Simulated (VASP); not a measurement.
# BaTa3 (Pm-3m) in VASP: notebook

The runs below take BaTa3 through single point, relaxation of cell and atoms, with PBE.

All numbers are computed with VASP 6.6.1; they aren't measurements. Logs are shortened: lines on timing, memory, paths and dates and some standing lists are left out, and cuts for length are marked.

**1. The cell of the first run**

The structure is cubic, space group Pm-3m (No. 221). Conventional cell: a = 4.446 Å, b = 4.446 Å, c = 4.446 Å, α = 90.00°, β = 90.00°, γ = 90.00°. Within 4.1 Å of Ba (site symmetry m-3m) lie 12 Ta at 3.14 Å. Within 4.1 Å of Ta (site symmetry 4/mmm) lie 4 Ba at 3.14 Å and 8 Ta at 3.14 Å.

**2. Single point, PBE**

INCAR

```
ALGO = Normal ; EDIFF = 1E-6
ENCUT = 500 ; GGA = PE
GGA_COMPAT = F ; ISIF = 2
ISMEAR = 0 ; LASPH = T
LCHARG = F ; LREAL = F
LWAVE = F ; NBANDS = 32
NELM = 120 ; PREC = Accurate
SIGMA = 0.1
```

KPOINTS

```
k-points
0
Gamma
  10 10 10
```

POSCAR

```
BaTa3
1.0
    4.4464655344      0.0000000000      0.0000000000
    0.0000000000      4.4464655344      0.0000000000
    0.0000000000      0.0000000000      4.4464655344
Ba Ta
1 3
Direct
    0.0000000000      0.0000000000      0.0000000000
    0.0000000000      0.5000000000      0.5000000000
    0.5000000000      0.0000000000      0.5000000000
    0.5000000000      0.5000000000      0.0000000000
```

Potentials or basis: VASP PAW PBE potentials, release 64 (Ba_sv, Ta_sv_GW).

Command:

```sh
$ cat potpaw_PBE.64/Ba_sv/POTCAR potpaw_PBE.64/Ta_sv_GW/POTCAR > POTCAR
$ mpirun -np 1 vasp_std > vasp.out
```

OUTCAR:

```text
EDIFF = 1E-6
   ENCUT = 500
   GGA = PE
   ISIF = 2
   ISMEAR = 0
   LASPH = T
   LREAL = F
   NELM = 120
   PREC = Accurate

 ion  position               nearest neighbor table
   1  0.000  0.000  0.000-   2 3.14   3 3.14   4 3.14   2 3.14   3 3.14   2 3.14   4 3.14   2 3.14
                             3 3.14   4 3.14   3 3.14   4 3.14
   2  0.000  0.500  0.500-   1 3.14   3 3.14   4 3.14   1 3.14   4 3.14   1 3.14   3 3.14   1 3.14
                             3 3.14   4 3.14   4 3.14   3 3.14
   3  0.500  0.000  0.500-   1 3.14   2 3.14   4 3.14   1 3.14   4 3.14   2 3.14   4 3.14   4 3.14
                             1 3.14   2 3.14   1 3.14   2 3.14
   4  0.500  0.500  0.000-   1 3.14   2 3.14   3 3.14   2 3.14   3 3.14   1 3.14   3 3.14   3 3.14
                             1 3.14   2 3.14   2 3.14   1 3.14

  LATTYP: Found a simple cubic cell.
 ALAT       =     4.4464655344

  Lattice vectors:

 A1 = (   4.4464655344,   0.0000000000,   0.0000000000)
 A2 = (   0.0000000000,   4.4464655344,   0.0000000000)
 A3 = (   0.0000000000,   0.0000000000,   4.4464655344)

Analysis of symmetry for initial positions (statically):
=====================================================================
 Subroutine PRICEL returns:
 Original cell was already a primitive cell.

 Routine SETGRP: Setting up the symmetry group for a
 simple cubic supercell.

 Subroutine GETGRP returns: Found 48 space group operations
 (whereof 48 operations were pure point group operations)
 out of a pool of 48 trial point group operations.

The static configuration has the point symmetry O_h .

Analysis of symmetry for dynamics (positions and initial velocities):
=====================================================================
 Subroutine PRICEL returns:
 Original cell was already a primitive cell.

 Routine SETGRP: Setting up the symmetry group for a
 simple cubic supercell.

 Subroutine GETGRP returns: Found 48 space group operations
 (whereof 48 operations were pure point group operations)
 out of a pool of 48 trial point group operations.

The dynamic configuration has the point symmetry O_h .

 Subroutine INISYM returns: Found 48 space group operations
 (whereof 48 operations are pure point group operations),
 and found     1 'primitive' translations

----------------------------------------------------------------------------------------

                                     Primitive cell

  volume of cell :      87.9113

  direct lattice vectors                    reciprocal lattice vectors
     4.446465534  0.000000000  0.000000000     0.224897729  0.000000000  0.000000000
     0.000000000  4.446465534  0.000000000     0.000000000  0.224897729  0.000000000
     0.000000000  0.000000000  4.446465534     0.000000000  0.000000000  0.224897729

  length of vectors
     4.446465534  4.446465534  4.446465534     0.224897729  0.224897729  0.224897729

  position of ions in fractional coordinates (direct lattice)
     0.000000000  0.000000000  0.000000000
     0.000000000  0.500000000  0.500000000
     0.500000000  0.000000000  0.500000000
     0.500000000  0.500000000  0.000000000

  ion indices of the primitive-cell ions
   primitive index   ion index
                 1           1
                 2           2
                 3           3
                 4           4

----------------------------------------------------------------------------------------

 KPOINTS: k-points

Automatic generation of k-mesh.
 Grid dimensions read from file:
 generate k-points for:   10   10   10

 Generating k-lattice:

  Cartesian coordinates                     Fractional coordinates (reciprocal lattice)
     0.022489773  0.000000000  0.000000000     0.100000000  0.000000000  0.000000000
     0.000000000  0.022489773  0.000000000     0.000000000  0.100000000  0.000000000
     0.000000000  0.000000000  0.022489773     0.000000000  0.000000000  0.100000000

  Length of vectors
     0.022489773  0.022489773  0.022489773

  Shift w.r.t. Gamma in fractional coordinates (k-lattice)
     0.000000000  0.000000000  0.000000000

 Subroutine IBZKPT returns following result:
 ===========================================

 Found     56 irreducible k-points:

 Following reciprocal coordinates:
            Coordinates               Weight
  0.000000  0.000000  0.000000      1.000000
  0.100000  0.000000  0.000000      6.000000
  0.200000  0.000000  0.000000      6.000000
  0.300000  0.000000  0.000000      6.000000
  0.400000  0.000000  0.000000      6.000000
  0.500000  0.000000  0.000000      3.000000
[... 16 lines left out ...]
  0.200000  0.100000  0.100000     24.000000
  0.300000  0.100000  0.100000     24.000000
 [... further k-points ...]
   k-points           NKPTS =     56   k-points in BZ     NKDIM =     56   number of bands    NBANDS=     32
   number of dos      NEDOS =    301   number of ions     NIONS =      4
   total plane-waves  NPLWV =  32768
   dimension x,y,z NGX =    32 NGY =   32 NGZ =   32
   dimension x,y,z NGXF=    64 NGYF=   64 NGZF=   64
   ions per type =               1   3
   NGX,Y,Z   is equivalent  to a cutoff of  11.96, 11.96, 11.96 a.u.
   NGXF,Y,Z  is equivalent  to a cutoff of  23.93, 23.93, 23.93 a.u.
 SYSTEM =  unknown system
   PREC   = accura    normal or accurate (medium, high low for compatibility)
   ISTART =      0    job   : 0-new  1-cont  2-samecut
   ICHARG =      2    charge: 1-file 2-atom 10-const
   ISPIN  =      1    spin polarized calculation?
   LNONCOLLINEAR =      F non collinear calculations
   LSORBIT =      F    spin-orbit coupling
   LASPH  =      T    aspherical Exc in radial PAW
   ENCUT  =  500.0 eV  36.75 Ry    6.06 a.u.   8.11  8.11  8.11*2*pi/ulx,y,z
   NELM   =    120;   NELMIN=  2; NELMDL= -5     # of ELM steps
   EDIFF  = 0.1E-05   stopping-criterion for ELM
   LREAL  =      F    real-space projection
[... 7 lines left out ...]
   TEBEG  =    0.0;   TEEND  =   0.0 temperature during run
   PSTRESS=    0.0 pullay stress
   NELECT =      49.0000    total number of electrons
   NUPDOWN=      -1.0000    fix difference up-down
   EMIN   =  10.00;   EMAX   =-10.00  energy-range for DOS
   EFERMI =   0.00;   METHOD = LEGACY
   ISMEAR =     0;   SIGMA  =   0.10  broadening in eV -4-tet -1-fermi 0-gaus
   EFERMI_NEDOS =   21; number of points for ismear=-14 and -15
   IALGO  =     38    algorithm
   IMIX   =      4    mixing-type and parameters
     AMIX     =   0.40;   BMIX     =  1.00
     AMIX_MAG =   1.60;   BMIX_MAG =  1.00
  volume/ion in A,a.u.               =      21.98       148.31
  Fermi-wavevector in a.u.,A,eV,Ry     =   1.347282  2.545994 24.696881  1.815170
  Thomas-Fermi vector in A             =   2.475046
   LORBIT       =      0    0 simple, 1 ext, 2 COOP (PROOUT), +10 PAW based schemes
   GGA     = PE    functional components
   LHFCALC =     F    Hartree Fock is set to
   AEXX    =    0.0000 exact exchange contribution
   IVDW    =     0    specifies the selected vdW correction
   LEPSILON=     F    determine dielectric tensor
   LRPA    =     F    only Hartree local field effects (RPA)
 non-spin polarized calculation
 Gauss-broadening in eV      SIGMA  =   0.10
  energy-cutoff  :      500.00
  volume of cell :       87.91
 maximum number of plane-waves:      2272
   NGX = 17   NGY = 17   NGZ = 17

 number of electron      49.0000010 magnetization

 Free energy of the ion-electron system (eV)
  ---------------------------------------------------
  ext. energy  EPLUGINS =         0.00000000
  ---------------------------------------------------
  free energy    TOTEN  =       -39.16881868 eV

  energy without entropy =      -39.14614672  energy(sigma->0) =      -39.15748270

 E-fermi :   8.3106     XC(G=0): -11.8813

 val. band max:        8.3066172183   @ k =   0.4000   0.3000   0.0000
 cond. band min:       8.3325021975   @ k =   0.2000   0.0000   0.0000
 fundamental gap:      0.0258849791
 Fermi energy:         8.3106170922

 k-point     1 :       0.0000    0.0000    0.0000
  band No.  band energies     occupation
      1     -60.0307      2.00000
      2     -59.9883      2.00000
      3     -59.9883      2.00000
      4     -26.6336      2.00000
      5     -26.6336      2.00000
      6     -26.6336      2.00000
[... 24 lines left out ...]
     31      11.7696      0.00000
     32      12.4381      0.00000

 k-point     2 :       0.1000    0.0000    0.0000
  band No.  band energies     occupation
      1     -60.0298      2.00000
      2     -59.9892      2.00000
      3     -59.9883      2.00000
      4     -26.6280      2.00000
      5     -26.6280      2.00000
      6     -26.6265      2.00000
[... 24 lines left out ...]
     31      11.2783      0.00000
     32      12.2161      0.00000

 k-point     3 :       0.2000    0.0000    0.0000
  band No.  band energies     occupation
      1     -60.0272      2.00000
      2     -59.9919      2.00000
      3     -59.9883      2.00000
      4     -26.6126      2.00000
      5     -26.6126      2.00000
      6     -26.6060      2.00000
[... 24 lines left out ...]
     31      11.1452      0.00000
     32      11.6584      0.00000

 k-point     4 :       0.3000    0.0000    0.0000
  band No.  band energies     occupation
      1     -60.0233      2.00000
      2     -59.9958      2.00000
      3     -59.9883      2.00000
      4     -26.5902      2.00000
      5     -26.5902      2.00000
      6     -26.5760      2.00000
[... 24 lines left out ...]
     31      10.4291      0.00000
     32      11.4946      0.00000

 k-point     5 :       0.4000    0.0000    0.0000
  band No.  band energies     occupation
      1     -60.0189      2.00000
      2     -60.0001      2.00000
      3     -59.9882      2.00000
      4     -26.5669      2.00000
      5     -26.5669      2.00000
      6     -26.5443      2.00000
[... 584 lines left out ...]
     31       9.6700      0.00000
     32      10.2237      0.00000

 k-point    22 :       0.1000    0.1000    0.1000
  band No.  band energies     occupation
      1     -60.0281      2.00000
      2     -59.9897      2.00000
      3     -59.9897      2.00000
      4     -26.6379      2.00000
      5     -26.6062      2.00000
      6     -26.6062      2.00000
[... 24 lines left out ...]
     31      11.2560      0.00000
     32      11.7350      0.00000

 k-point    23 :       0.2000    0.1000    0.1000
  band No.  band energies     occupation
      1     -60.0255      2.00000
      2     -59.9922      2.00000
      3     -59.9896      2.00000
      4     -26.6339      2.00000
      5     -26.5927      2.00000
      6     -26.5792      2.00000
[... 24 lines left out ...]
     31      11.0229      0.00000
     32      11.2941      0.00000

 k-point    24 :       0.3000    0.1000    0.1000
  band No.  band energies     occupation
      1     -60.0217      2.00000
      2     -59.9959      2.00000
      3     -59.9896      2.00000
      4     -26.6178      2.00000
      5     -26.5726      2.00000
      6     -26.5547      2.00000
[... 24 lines left out ...]
     31      10.5297      0.00000
     32      11.1082      0.00000

 [... further k-points ...]

------------------------ aborting loop because EDIFF is reached ----------------------------------------

  FORCE on cell =-STRESS in cart. coord.  units (eV):
  Direction    XX          YY          ZZ          XY          YZ          ZX
  --------------------------------------------------------------------------------------
  -------------------------------------------------------------------------------------
  Total        0.5688191      0.5688191      0.5688191      0.0000000     -0.0000000     -0.0000000
  in kB       10.3666861     10.3666861     10.3666861      0.0000000     -0.0000000     -0.0000000
  external PRESSURE =      10.3666861 kB  Pullay stress =       0.0000000 kB

 VOLUME and BASIS-vectors are now :
 -----------------------------------------------------------------------------
  energy-cutoff  :      500.00
  volume of cell :       87.91
      direct lattice vectors                 reciprocal lattice vectors
     4.446465534  0.000000000  0.000000000     0.224897729  0.000000000  0.000000000
     0.000000000  4.446465534  0.000000000     0.000000000  0.224897729  0.000000000
     0.000000000  0.000000000  4.446465534     0.000000000  0.000000000  0.224897729

 POSITION                                       TOTAL-FORCE (eV/Angst)
 -----------------------------------------------------------------------------------
      0.00000      0.00000      0.00000         0.000000      0.000000      0.000000
      0.00000      2.22323      2.22323         0.000000      0.000000      0.000000
      2.22323      0.00000      2.22323         0.000000      0.000000      0.000000
      2.22323      2.22323      0.00000         0.000000      0.000000      0.000000
 -----------------------------------------------------------------------------------
    total drift:                                0.000000     -0.000000     -0.000000

  FREE ENERGIE OF THE ION-ELECTRON SYSTEM (eV)
  ---------------------------------------------------
  free  energy   TOTEN  =       -39.1688186758 eV

  energy  without entropy=      -39.1461467218  energy(sigma->0) =      -39.15748270
```

Wall time 71 s (1 thread of Intel Xeon Platinum 8488C (Sapphire Rapids), shared host); peak memory 0.28 GiB.

Results:

```yaml
Free_energy: -39.1688 eV
Pressure: 1.0 GPa
Band_gap_on_the_k_mesh: zero (an odd number of electrons rules out a gap without spin polarisation)
```

Caveat: spin-orbit coupling is left out, which moves the levels of the heavy elements.

**3. Relaxation of cell and atoms, PBE**

This run uses another cell than the first one, of 21.43 Å³/atom.

INCAR

```
SYSTEM = BaTa3
PREC = Accurate ; ENCUT = 500
EDIFF = 1E-7 ; ISMEAR = 0
SIGMA = 0.1 ; LREAL = .FALSE.
LASPH = .TRUE. ; NELM = 120
ALGO = Normal ; ISIF = 3
LWAVE = .FALSE. ; LCHARG = .FALSE.
GGA = PE ; IBRION = 2
NSW = 100 ; EDIFFG = -0.01
GGA_COMPAT = .FALSE. ; NELMIN = 4
```

KPOINTS

```
regular mesh
0
G
  10 10 10
  0 0 0
```

POSCAR

```
BaTa3
1.0
    4.4090103601      0.0000000000      0.0000000000
    0.0000000000      4.4090103601      0.0000000000
    0.0000000000      0.0000000000      4.4090103601
Ba Ta
1 3
Direct
    0.0000000000      0.0000000000      0.0000000000
    0.0000000000      0.5000000000      0.5000000000
    0.5000000000      0.0000000000      0.5000000000
    0.5000000000      0.5000000000      0.0000000000
```

Potentials or basis: VASP PAW PBE potentials, release 64 (Ba_sv, Ta_sv_GW).

Command:

```sh
$ cat potpaw_PBE.64/Ba_sv/POTCAR potpaw_PBE.64/Ta_sv_GW/POTCAR > POTCAR
$ mpirun -np 1 vasp_std > vasp.out
```

Wall time 4.3 min (1 thread of Intel Xeon Platinum 8259CL at 2.50GHz (Skylake/Cascade Lake), shared host); peak memory 0.27 GiB.

The run converged. Its results:

```
Free energy                           : -39.1627 eV
Relaxed volume                        : 22.18 Å³/atom
Relaxed cell                          : a = 4.460 Å, b = 4.460 Å, c = 4.460 Å, α = 90.00°, β = 90.00°, γ = 90.00°
Space group after relaxing (to 0.1 Å) : Pm-3m (No. 221)
Energy gained by relaxing             : 8.9 meV/atom
Ionic steps                           : 3
Pressure after relaxing               : 0.0 GPa
Band gap on the k mesh                : zero (an odd number of electrons rules out a gap without spin polarisation)
```

Step by step:
```
step  energy change (eV)  largest force (eV/Å)  pressure (GPa)  volume (Å³)
   1              0.0000                0.0000            3.91        85.71
   2              0.0110                0.0000           -3.94        92.36
   3             -0.0355                0.0000           -0.02        88.73
```

Final structure:
```
Ba Ta
1.0
     4.46024    0.00000    0.00000
     0.00000    4.46024    0.00000
     0.00000    0.00000    4.46024
Ba Ta
1 3
Direct
  0.00000 0.00000 0.00000
  0.00000 0.50000 0.50000
  0.50000 0.00000 0.50000
  0.50000 0.50000 0.00000
```

Levels at points of the mesh, in eV from the Fermi level:
| k point | band 22 | band 23 | band 24 | band 25 | band 26 | band 27 |
| --- | --- | --- | --- | --- | --- | --- |
| (0.00, 0.00, 0.00) | -2.90 | -2.90 | 0.48 | 0.48 | 0.48 | 2.86 |
| (0.50, 0.00, 0.00) | -1.14 | -1.01 | -1.01 | -0.35 | -0.35 | 0.70 |
| (0.50, 0.50, 0.00) | -0.93 | -0.78 | -0.59 | -0.49 | -0.49 | -0.15 |
| (0.50, 0.50, 0.50) | -0.34 | -0.34 | -0.14 | 0.41 | 0.41 | 0.41 |

Caveat: spin-orbit coupling is left out, which moves the levels of the heavy elements.

The gap in the log of VASP goes by the Fermi energy; the results here count the filled bands.